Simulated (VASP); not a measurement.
# Ir16Cl in VASP: further runs

The runs below take Ir16Cl through single point, with PBE+D3(BJ).

All numbers are computed with VASP 6.6.1; they aren't measurements. Logs are shortened: lines on timing, memory, paths and dates and some standing lists are left out, and cuts for length are marked.

### Step 1. The cell of the first run

The cell holds a slab with vacuum, 17 atoms: a = 7.680 Å, b = 5.431 Å, c = 16.073 Å, α = 90.00°, β = 90.00°, γ = 90.00°.

### Step 2. Single point, PBE+D3(BJ)

INCAR

```
  ALGO = Normal
  EDIFF = 1E-6
  ENCUT = 520
  GGA = PE
  ISIF = 2
  ISMEAR = -1
  IVDW = 12
  LASPH = T
  LCHARG = F
  LREAL = Auto
  LWAVE = F
  NBANDS = 90
  NELM = 80
  PREC = Accurate
  SIGMA = 0.1
```

KPOINTS

```
k-points
0
Gamma
  2 3 1
```

POSCAR

```
Ir16Cl
1.0
    7.6800000000      0.0000000000      0.0000000000
    0.0000000000      5.4305800000      0.0000000000
    0.0000000000      0.0000000000     16.0729350000
Ir Cl
16 1
Direct
    0.2500000000      0.2499917136      0.0622163905
    0.7500000000      0.2499917136      0.0622163905
    0.2500000000      0.7499935550      0.0622163905
    0.7500000000      0.7499935550      0.0622163905
    0.0099609375      0.0347292554      0.1510676177
    0.4933463542     -0.0181380258      0.1116162045
    0.0004166667      0.4834290260      0.1321724999
    0.5270833333      0.5082514207      0.1277551362
    0.2606380208      0.2527906780      0.2293420586
    0.7447656250      0.2379488010      0.2375484005
    0.2657031250      0.7365143318      0.2273449124
    0.7693098958      0.7463475356      0.2298335680
    0.0101171875     -0.0175855986      0.3087861676
    0.4836848958     -0.0163150161      0.2880183364
    0.0061328125      0.5039056602      0.2994972605
    0.5010286458      0.4936121004      0.3079026948
    0.9594140625      0.6988572123      0.4370141483
```

Potentials or basis: VASP PAW PBE potentials, release 64 (Ir, Cl).

The run is started by

```
cat potpaw_PBE.64/Ir/POTCAR potpaw_PBE.64/Cl/POTCAR > POTCAR
mpirun -np 1 vasp_std > vasp.out
```

OUTCAR:

```text
EDIFF = 1E-6
   ENCUT = 520
   GGA = PE
   ISIF = 2
   ISMEAR = -1
   IVDW = 12
   LASPH = T
   LREAL = Auto
   NELM = 80
   PREC = Accurate
 IVDW          = 12

 ion  position               nearest neighbor table
   1  0.250  0.250  0.062-   6 2.50   7 2.56   5 2.61   9 2.69   3 2.72   3 2.72   8 2.76
   2  0.750  0.250  0.062-   8 2.45   7 2.56   6 2.58   4 2.72   4 2.72   5 2.72  10 2.82
   3  0.250  0.750  0.062-   6 2.39   7 2.65  11 2.66   8 2.71   1 2.72   1 2.72   5 2.80
   4  0.750  0.750  0.062-   8 2.40   6 2.47   7 2.66  12 2.70   2 2.72   2 2.72   5 2.90
   5  0.010  0.035  0.151-   7 2.46  13 2.55   9 2.59   1 2.61  10 2.70   2 2.72  12 2.73   3 2.80
                            11 2.83   4 2.90   7 3.01
   6  0.493  0.982  0.112-   3 2.39   4 2.47   1 2.50   2 2.58   8 2.60  14 2.84  11 2.88   8 2.88
                             9 2.99  12 3.12  10 3.12
   7  0.000  0.483  0.132-   5 2.46   1 2.56   2 2.56   3 2.65   4 2.66  15 2.69  12 2.77   9 2.83
                            11 2.89  10 2.92   5 3.01
   8  0.527  0.508  0.128-   4 2.40   2 2.45   6 2.60   3 2.71   1 2.76  12 2.80  10 2.84  11 2.85
                             6 2.88  16 2.90   9 2.96
   9  0.261  0.253  0.229-  14 2.44   5 2.59  16 2.59  11 2.63  15 2.64   1 2.69  13 2.74  11 2.80
                             7 2.83   8 2.96   6 2.99
  10  0.745  0.238  0.238-  14 2.57  16 2.59  15 2.67  12 2.68   5 2.70  13 2.72  12 2.77   2 2.82
                             8 2.84   7 2.92   6 3.12
  11  0.266  0.737  0.227-  14 2.36  16 2.59   9 2.63  15 2.63   3 2.66  13 2.71   9 2.80   5 2.83
                             8 2.85   6 2.88   7 2.89
  12  0.769  0.746  0.230-  15 2.51  13 2.58  10 2.68   4 2.70  14 2.71   5 2.73   7 2.77  10 2.77
                            16 2.78   8 2.80   6 3.12
  13  0.010  0.982  0.309-   5 2.55  12 2.58  17 2.60  15 2.60  11 2.71  10 2.72   9 2.74  15 2.84

  14  0.484  0.984  0.288-  11 2.36   9 2.44  10 2.57  16 2.68  12 2.71  16 2.79   6 2.84
  15  0.006  0.504  0.299-  17 2.48  12 2.51  13 2.60  11 2.63   9 2.64  10 2.67   7 2.69  13 2.84

  16  0.501  0.494  0.308-  11 2.59  10 2.59   9 2.59  14 2.68  12 2.78  14 2.79   8 2.90
  17  0.959  0.699  0.437-  15 2.48  13 2.60

  LATTYP: Found a simple orthorhombic cell.
 ALAT       =     5.4305800000
 B/A-ratio  =     1.4142135831
 C/A-ratio  =     2.9597087236

  Lattice vectors:

 A1 = (   0.0000000000,  -5.4305800000,   0.0000000000)
 A2 = (   7.6800000000,   0.0000000000,   0.0000000000)
 A3 = (   0.0000000000,   0.0000000000,  16.0729350000)

Analysis of symmetry for initial positions (statically):
=====================================================================
 Subroutine PRICEL returns:
 Original cell was already a primitive cell.

 Routine SETGRP: Setting up the symmetry group for a
 simple orthorhombic supercell.

 Subroutine GETGRP returns: Found  1 space group operations
 (whereof  1 operations were pure point group operations)
 out of a pool of  8 trial point group operations.

The static configuration has the point symmetry C_1 .

Analysis of symmetry for dynamics (positions and initial velocities):
=====================================================================
 Subroutine PRICEL returns:
 Original cell was already a primitive cell.

 Routine SETGRP: Setting up the symmetry group for a
 simple orthorhombic supercell.

 Subroutine GETGRP returns: Found  1 space group operations
 (whereof  1 operations were pure point group operations)
 out of a pool of  8 trial point group operations.

The dynamic configuration has the point symmetry C_1 .

 Subroutine INISYM returns: Found  1 space group operations
 (whereof  1 operations are pure point group operations),
 and found     1 'primitive' translations

----------------------------------------------------------------------------------------

                                     Primitive cell

  volume of cell :     670.3516

  direct lattice vectors                    reciprocal lattice vectors
     7.680000000  0.000000000  0.000000000     0.130208333  0.000000000  0.000000000
     0.000000000  5.430580000  0.000000000     0.000000000  0.184142394  0.000000000
     0.000000000  0.000000000 16.072935000     0.000000000  0.000000000  0.062216390

  length of vectors
     7.680000000  5.430580000 16.072935000     0.130208333  0.184142394  0.062216390

  position of ions in fractional coordinates (direct lattice)
     0.250000000  0.249991714  0.062216390
     0.750000000  0.249991714  0.062216390
     0.250000000  0.749993555  0.062216390
     0.750000000  0.749993555  0.062216390
     0.009960937  0.034729255  0.151067618
     0.493346354  0.981861974  0.111616205
[... 9 lines left out ...]
     0.501028646  0.493612100  0.307902695
     0.959414063  0.698857212  0.437014148

  ion indices of the primitive-cell ions
   primitive index   ion index
                 1           1
                 2           2
                 3           3
                 4           4
                 5           5
                 6           6
[... 9 lines left out ...]
                16          16
                17          17

----------------------------------------------------------------------------------------

 KPOINTS: k-points

Automatic generation of k-mesh.
 Grid dimensions read from file:
 generate k-points for:    2    3    1

 Generating k-lattice:

  Cartesian coordinates                     Fractional coordinates (reciprocal lattice)
     0.065104167  0.000000000  0.000000000     0.500000000  0.000000000  0.000000000
     0.000000000  0.061380798  0.000000000     0.000000000  0.333333333  0.000000000
     0.000000000  0.000000000  0.062216390     0.000000000  0.000000000  1.000000000

  Length of vectors
     0.065104167  0.061380798  0.062216390

  Shift w.r.t. Gamma in fractional coordinates (k-lattice)
     0.000000000  0.000000000  0.000000000

 Subroutine IBZKPT returns following result:
 ===========================================

 Found      4 irreducible k-points:

 Following reciprocal coordinates:
            Coordinates               Weight
  0.000000  0.000000  0.000000      1.000000
  0.500000  0.000000  0.000000      1.000000
  0.000000  0.333333  0.000000      2.000000
  0.500000  0.333333  0.000000      2.000000
   k-points           NKPTS =      4   k-points in BZ     NKDIM =      4   number of bands    NBANDS=     90
   number of dos      NEDOS =    301   number of ions     NIONS =     17
   total plane-waves  NPLWV = 288000
   dimension x,y,z NGX =    60 NGY =   40 NGZ =  120
   dimension x,y,z NGXF=   120 NGYF=   80 NGZF=  240
   ions per type =              16   1
   NGX,Y,Z   is equivalent  to a cutoff of  12.99, 12.25, 12.41 a.u.
   NGXF,Y,Z  is equivalent  to a cutoff of  25.98, 24.49, 24.82 a.u.
 SYSTEM =  unknown system
   PREC   = accura    normal or accurate (medium, high low for compatibility)
   ISTART =      0    job   : 0-new  1-cont  2-samecut
   ICHARG =      2    charge: 1-file 2-atom 10-const
   ISPIN  =      1    spin polarized calculation?
   LNONCOLLINEAR =      F non collinear calculations
   LSORBIT =      F    spin-orbit coupling
   LASPH  =      T    aspherical Exc in radial PAW
   ENCUT  =  520.0 eV  38.22 Ry    6.18 a.u.  14.28 10.10 29.89*2*pi/ulx,y,z
   NELM   =     80;   NELMIN=  2; NELMDL= -5     # of ELM steps
   EDIFF  = 0.1E-05   stopping-criterion for ELM
   LREAL  =      T    real-space projection
   EDIFFG = 0.1E-04   stopping-criterion for IOM
   NSW    =      0    number of steps for IOM
   IBRION =     -1    ionic relax: 0-MD 1-quasi-New 2-CG
   NFREE  =      0    steps in history (QN), initial steepest desc. (CG)
   ISIF   =      2    stress and relaxation
   ISYM   =      2    0-nonsym 1-usesym 2-fastsym
   POTIM  = 0.5000    time-step for ionic-motion
   TEBEG  =    0.0;   TEEND  =   0.0 temperature during run
   PSTRESS=    0.0 pullay stress
   NELECT =     151.0000    total number of electrons
   NUPDOWN=      -1.0000    fix difference up-down
   EMIN   =  10.00;   EMAX   =-10.00  energy-range for DOS
   EFERMI =   0.00;   METHOD = LEGACY
   ISMEAR =    -1;   SIGMA  =   0.10  broadening in eV -4-tet -1-fermi 0-gaus
   EFERMI_NEDOS =   21; number of points for ismear=-14 and -15
   IALGO  =     38    algorithm
   IMIX   =      4    mixing-type and parameters
     AMIX     =   0.40;   BMIX     =  1.00
     AMIX_MAG =   1.60;   BMIX_MAG =  1.00
  volume/ion in A,a.u.               =      39.43       266.10
  Fermi-wavevector in a.u.,A,eV,Ry     =   0.996092  1.882342 13.499700  0.992200
  Thomas-Fermi vector in A             =   2.128157
   LORBIT       =      0    0 simple, 1 ext, 2 COOP (PROOUT), +10 PAW based schemes
   GGA     = PE    functional components
   LHFCALC =     F    Hartree Fock is set to
   AEXX    =    0.0000 exact exchange contribution
   IVDW    =    12    specifies the selected vdW correction
   LEPSILON=     F    determine dielectric tensor
   LRPA    =     F    only Hartree local field effects (RPA)
 non-spin polarized calculation
  energy-cutoff  :      520.00
  volume of cell :      670.35
 maximum number of plane-waves:     18078
 NGX is ok and might be reduce to    60
   NGX = 29   NGY = 21   NGZ = 59

 number of electron     151.0000005 magnetization

 Free energy of the ion-electron system (eV)
  ---------------------------------------------------
  ext. energy  EPLUGINS =         0.00000000
  ---------------------------------------------------
  free energy    TOTEN  =      -128.21492143 eV

  energy without entropy =     -127.33500652  energy(sigma->0) =     -127.77496397

 E-fermi :   0.2172     XC(G=0):  -6.3050

 val. band max:        0.1980985138   @ k =   0.0000   0.3333   0.0000
 cond. band min:       0.2206070956   @ k =   0.0000   0.0000   0.0000
 fundamental gap:      0.0225085818
 Fermi energy:         0.2172045406

 k-point     1 :       0.0000    0.0000    0.0000
  band No.  band energies     occupation
      1     -15.0453      2.00000
      2      -9.4482      2.00000
      3      -7.4410      2.00000
      4      -7.4083      2.00000
      5      -7.0941      2.00000
      6      -6.9214      2.00000
[... 349 lines left out ...]
     86       0.8595      0.00324
     87       0.9082      0.00199
 [bands above 87 left out]

------------------------ aborting loop because EDIFF is reached ----------------------------------------

 Edisp (eV)   -7.13663

 E8    (eV) :    -3.4676

  FORCE on cell =-STRESS in cart. coord.  units (eV):
  Direction    XX          YY          ZZ          XY          YZ          ZX
  --------------------------------------------------------------------------------------
  -------------------------------------------------------------------------------------
  Total       1.94709    -4.64147     1.37017     1.71177     2.65440     3.35518
  in kB       4.65365   -11.09337     3.27477     4.09123     6.34417     8.01907
  external pressure =       -1.05 kB  Pullay stress =        0.00 kB

 VOLUME and BASIS-vectors are now :
 -----------------------------------------------------------------------------
  energy-cutoff  :      520.00
  volume of cell :      670.35
      direct lattice vectors                 reciprocal lattice vectors
     7.680000000  0.000000000  0.000000000     0.130208333  0.000000000  0.000000000
     0.000000000  5.430580000  0.000000000     0.000000000  0.184142394  0.000000000
     0.000000000  0.000000000 16.072935000     0.000000000  0.000000000  0.062216390

 POSITION                                       TOTAL-FORCE (eV/Angst)
 -----------------------------------------------------------------------------------
      1.92000      1.35760      1.00000        -0.129395      0.454340     -0.208074
      5.76000      1.35760      1.00000         1.378610     -0.926721     -0.225253
      1.92000      4.07290      1.00000        -1.635373     -1.231388     -0.315991
      5.76000      4.07290      1.00000         2.699064      0.621082     -0.803245
      0.07650      0.18860      2.42810        -1.035934     -3.081543     -1.487142
      3.78890      5.33208      1.79400         1.271350      1.758826      1.339559
[... 9 lines left out ...]
      3.84790      2.68060      4.94890         0.390326     -0.066099     -0.713124
      7.36830      3.79520      7.02410         0.309455      0.184482     -0.904936
 -----------------------------------------------------------------------------------
    total drift:                                0.003204     -0.006012     -0.000498

  FREE ENERGIE OF THE ION-ELECTRON SYSTEM (eV)
  ---------------------------------------------------
  free  energy   TOTEN  =      -135.3515471053 eV

  energy  without entropy=     -134.4716321994  energy(sigma->0) =     -134.91158965
```

It took 18 min on 1 thread of Intel Xeon Platinum 8488C (Sapphire Rapids), shared host; peak memory 0.66 GiB.

Results:

```yaml
Free_energy: -135.3515 eV
Largest_force: 4.217 eV/Å
Band_gap_on_the_k_mesh: zero (an odd number of electrons rules out a gap without spin polarisation)
Dispersion_energy_per_atom: -0.420 eV
```

Forces in eV/Å, atoms in the order of the input:
```
Ir  -0.129  0.454 -0.208
Ir   1.379 -0.927 -0.225
Ir  -1.635 -1.231 -0.316
Ir   2.699  0.621 -0.803
Ir  -1.036 -3.082 -1.487
Ir   1.271  1.759  1.340
Ir   0.081  2.434 -0.339
Ir  -3.163 -1.096  1.524
Ir  -0.827  0.505 -0.231
Ir   0.115  0.200 -0.154
Ir  -2.034 -0.747 -0.969
Ir  -1.597  0.361 -0.315
Ir  -0.012  0.468  1.006
Ir   3.630  0.870  1.961
Ir   0.560 -0.707  0.836
Ir   0.390 -0.066 -0.713
Cl   0.309  0.184 -0.905
```

Levels at points of the mesh, in eV from the Fermi level:
```tsv
k point	band 73	band 74	band 75	band 76	band 77	band 78
(0.00, 0.00, 0.00)	0.00	0.12	0.20	0.21	0.31	0.45
(0.50, 0.00, 0.00)	-0.19	-0.10	-0.03	0.02	0.10	0.19
```

Caveat: the k points lie up to 0.41 Å⁻¹ apart, too coarse for converged energies and pressures of a metal; there is no dipole correction, which matters where the two faces differ; spin-orbit coupling is left out, which moves the levels of the heavy elements.

### Step 3. Single point, PBE+D3(BJ)

INCAR

```
PREC = Accurate
ENCUT = 520
EDIFF = 1E-6
ISMEAR = -1
SIGMA = 0.1
LREAL = Auto
LASPH = T
NELM = 60
ALGO = Normal
ISIF = 2
LWAVE = F
LCHARG = F
GGA = PE
IVDW = 12
NBANDS = 90
```

KPOINTS

```
Automatic mesh
0
Gamma
  2 3 1
```

POSCAR

```
Ir16Cl
1.0
    7.6800000000      0.0000000000      0.0000000000
    0.0000000000      5.4305800000      0.0000000000
    0.0000000000      0.0000000000     16.0729350000
Ir Cl
16 1
Direct
    0.2500000000      0.2499917136      0.0622163905
    0.7500000000      0.2499917136      0.0622163905
    0.2500000000      0.7499935550      0.0622163905
    0.7500000000      0.7499935550      0.0622163905
    0.0062760417     -0.0165175727      0.1533571809
    0.4880989583      0.0148418769      0.1187399812
    0.0020963542      0.5033348187      0.1256460006
    0.5225911458      0.5005910971      0.1348104749
    0.2572526042      0.2510044968      0.2312209936
    0.7395572917      0.2313196749      0.2403916895
    0.2524088542      0.7296642348      0.2216458911
    0.7564192708      0.7773571147      0.2380461316
    0.0130078125     -0.0063344983      0.3154806512
    0.4876562500     -0.0483005498      0.2922552726
    0.0145442708      0.4918075049      0.3029876000
    0.5145703125      0.5119342685      0.3019921377
    0.9627083333      0.6823948823      0.4257529816
```

Potentials or basis: VASP PAW PBE potentials, release 64 (Ir, Cl).

The run is started by

```
cat potpaw_PBE.64/Ir/POTCAR potpaw_PBE.64/Cl/POTCAR > POTCAR
mpirun -np 1 vasp_std > vasp.out
```

Run time: 17 min. Hardware: 1 thread of Intel Xeon Platinum 8488C (Sapphire Rapids), shared host; peak memory 0.67 GiB.

The run converged. Its results:

```
Free energy                : -135.5401 eV
Largest force              : 3.742 eV/Å
Band gap on the k mesh     : zero (an odd number of electrons rules out a gap without spin polarisation)
Dispersion energy per atom : -0.421 eV
```

Forces on the atoms (eV/Å):
```
Ir  -0.994  0.845 -0.271
Ir   1.032 -0.344  0.206
Ir  -0.150 -0.442 -0.754
Ir   0.704  0.646  0.344
Ir  -0.700  1.519 -1.610
Ir   2.020 -0.957  0.794
Ir  -0.589 -0.871  0.365
Ir  -1.639 -0.049  0.531
Ir  -0.115 -0.661 -0.319
Ir   1.263  1.457 -0.579
Ir  -0.196  0.111  0.510
Ir   0.811 -2.594 -1.015
Ir   0.001 -0.058 -0.019
Ir   0.196  3.467  1.394
Ir  -0.523 -0.526 -0.933
Ir  -1.159 -2.253  0.571
Cl   0.040  0.710  0.785
```

Levels at points of the mesh, in eV from the Fermi level:
```
           k point  band 73  band 74  band 75  band 76  band 77  band 78
(0.00, 0.00, 0.00)     0.06     0.16     0.19     0.23     0.38     0.43
(0.50, 0.00, 0.00)    -0.18    -0.13    -0.03     0.01     0.16     0.18
```

Caveat: the k points lie up to 0.41 Å⁻¹ apart, too coarse for converged energies and pressures of a metal; there is no dipole correction, which matters where the two faces differ; spin-orbit coupling is left out, which moves the levels of the heavy elements.

The gap in the log of VASP goes by the Fermi energy; the results here count the filled bands.